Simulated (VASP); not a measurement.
Set up this calculation in VASP 6.6.1, as the native input.

```yaml
Task: single point
Functional: PBEsol
Potentials_or_basis: VASP PAW PBE potentials, release 64 (Ba_sv, Ti_sv, O)
Cutoff: 520 eV
k_mesh: 8 × 8 × 8
Occupations: gaussian, width 0.02 eV
Spin: no spin polarisation
Dipole_correction: no
Further_INCAR_settings: ALGO = Normal; EDIFF = 1e-07; NBANDS = 28
```

The structure of BaTiO3 lies in POSCAR:

```
BaTiO3
1.0
    3.9301706390      0.0000000000      0.0000000000
    0.0000000000      3.9801975365      0.0000000000
    0.0000000000      0.0000000000      3.9801975365
Ba Ti O
1 1 3
Direct
    0.5000000000      0.5000000000      0.5000000000
    0.0000000000      0.0000000000      0.0000000000
    0.5000000000      0.0000000000      0.0000000000
    0.0000000000      0.5000000000      0.0000000000
    0.0000000000      0.0000000000      0.5000000000
```

The input as run:

INCAR

```
  PREC = Accurate
  ENCUT = 520
  EDIFF = 1E-7
  ISMEAR = 0
  SIGMA = 0.02
  LREAL = False
  LASPH = True
  NELM = 60
  ALGO = Normal
  ISIF = 2
  LWAVE = False
  LCHARG = False
  GGA = PS
  NBANDS = 28
```

KPOINTS

```
Automatic mesh
0
Gamma
  8 8 8
```

Potentials or basis: VASP PAW PBE potentials, release 64 (Ba_sv, Ti_sv, O).

The run is started by

```sh
$ cat potpaw_PBE.64/Ba_sv/POTCAR potpaw_PBE.64/Ti_sv/POTCAR potpaw_PBE.64/O/POTCAR > POTCAR
$ mpirun -np 1 vasp_std > vasp.out
```

Results of the run:

```json
{
  "Pressure": "3.0 GPa",
  "Band gap on the k mesh": "1.73 eV, indirect (least direct gap 1.84 eV)"
}
```

Caveat: the PAW data sets were made with another functional, which shifts forces and pressure a little; spin-orbit coupling is left out, which moves the levels of the heavy elements.

It took 69 s on 1 thread of Intel(R) Xeon(R) 6975P-C (Granite Rapids), with other jobs on the host, peak memory 0.26 GiB.
